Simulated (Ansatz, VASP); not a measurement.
# Two plane-wave programs on CsOs3

Contents of INCAR:

```
PREC = Accurate
ENCUT = 560
EDIFF = 1E-7
ISMEAR = 0
SIGMA = 0.1
LREAL = F
LASPH = T
NELM = 120
ALGO = Normal
ISIF = 3
LWAVE = F
LCHARG = F
GGA = PE
IBRION = 2
NSW = 90
EDIFFG = -0.04
GGA_COMPAT = F
NELMIN = 4
```

The input KPOINTS:

```
regular mesh
0
Gamma
  4 4 4
```

The input POSCAR:

```
CsOs3
1.0
    4.3701338015      0.0000000000      0.0000000000
    0.0000000000      4.3701338015      0.0000000000
    0.0000000000      0.0000000000      4.3701338015
Cs Os
1 3
Direct
    0.0000000000      0.0000000000      0.0000000000
    0.0000000000      0.5000000000      0.5000000000
    0.5000000000      0.0000000000      0.5000000000
    0.5000000000      0.5000000000      0.0000000000
```

Input for Ansatz:

```yaml
crystal:
  lattice:
    - [4.3701338015, 0.0, 0.0]
    - [0.0, 4.3701338015, 0.0]
    - [0.0, 0.0, 4.3701338015]
  atoms:
    - { symbol: Cs, position: [0.0, 0.0, 0.0] }
    - { symbol: Os, position: [0.0, 0.5, 0.5] }
    - { symbol: Os, position: [0.5, 0.0, 0.5] }
    - { symbol: Os, position: [0.5, 0.5, 0.0] }
basis:
  ecutwfc: 420
kpoints:
  mp_grid: { grid: [4, 4, 4] }
hamiltonian:
  xc: pbe
scf:
  occupations: { method: gaussian, width: 0.1 }
  lower_state_search: "off"
output:
  forces: true
  stress: true
  eigenvalues: true
relax:
  adjacent_minimum: "off"
  f_tol: 0.04
  max_steps: 70
  cell: { stress_tol: 0.4 }
```

Alike in both runs: task relaxation of cell and atoms; functional PBE; k mesh 4 × 4 × 4; occupations gaussian, width 0.1 eV; no spin polarisation.

```csv
,VASP,Ansatz
version,VASP 6.6.1,Ansatz 0.2.0
potentials or method,"VASP PAW PBE potentials, release 64 (Cs_sv, Os_sv_GW), cutoff 560 eV","scalar-relativistic, plane waves, PAW"
valence electrons in the cell,57,57
```

|  | VASP | Ansatz | Ansatz less VASP |
| --- | --- | --- | --- |
| gap on the k mesh at the Fermi level, each at its own relaxed structure (eV) | none | none | - |
| relaxed volume (Å³/atom) | 17.74 | 17.48 | -0.257 |
| relaxed length of the cell vector where the two differ most in proportion (Å) | 4.140 | 4.120 | -0.0201 |

A gap of «none» marks a metal or a gap that the smearing closes.

Neither program's run includes spin-orbit coupling.
